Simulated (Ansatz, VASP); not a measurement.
**One calculation of Sn, two programs**

```
Sn
1.0
     3.30813    0.00000    0.00000
    -1.65407    2.86493    0.00000
     0.00000    0.00000    5.49804
Sn
2
Direct
  0.33333 0.66667 0.25000
  0.66667 0.33333 0.75000
```

Alike in both runs: task single point; functional revPBE; k mesh 12 × 12 × 7; occupations fermi-dirac, width 0.1 eV; no spin polarisation.

|  | VASP | Ansatz |
| --- | --- | --- |
| version | VASP 6.6.1 | Ansatz 0.2.0 |
| potentials or method | VASP PAW PBE potentials, release 64 (Sn_d), cutoff 520 eV | plane waves (420 eV) with PAW, scalar-relativistic |
| valence electrons in the cell | 28 | 28 |

```tsv
	VASP	Ansatz	Ansatz less VASP
pressure (GPa)	4.5	4.5	+0.05
traceless stress, the component that is largest in VASP (GPa)	-1.14	-1.14	+0.002
```

VASP's potentials were made for PBE, not for revPBE. The functional is the same, so the differences come from potentials, cutoffs and numerics.
